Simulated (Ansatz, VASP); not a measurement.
**WCl in VASP and in Ansatz**

```
W Cl
1.0
     2.46052   -2.46849    0.00000
     2.46052    2.46849    0.00000
     0.00000    0.00000    2.78836
W Cl
1 1
Direct
  0.50000 0.50000 0.50000
  0.00000 0.00000 0.50000
```

Alike in both runs: functional PBE; k mesh 6 × 6 × 5; occupations gaussian, width 0.2 eV; no spin polarisation.

Ansatz relaxed the structure, and its values are those at the end. VASP's run is a single point on that final structure, the one shown.

|  | VASP | Ansatz |
| --- | --- | --- |
| version | VASP 6.6.1 | Ansatz 0.2.0 |
| potentials or method | VASP PAW PBE potentials, release 64 (W_sv, Cl), cutoff 500 eV | scalar-relativistic, plane waves, PAW |
| valence electrons in the cell | 21 | 21 |

VASP gave:

* gap on the k mesh at the Fermi level (eV): none
* pressure (GPa): 0.5

**Question.** Estimate Ansatz's values.

**Answer.** gap on the k mesh at the Fermi level (eV): none; pressure (GPa): 0.1.

A gap of «none» marks a metal or a gap that the smearing closes.

The k mesh is coarse, so the values compare programs but aren't converged. Spin-orbit coupling is off throughout.
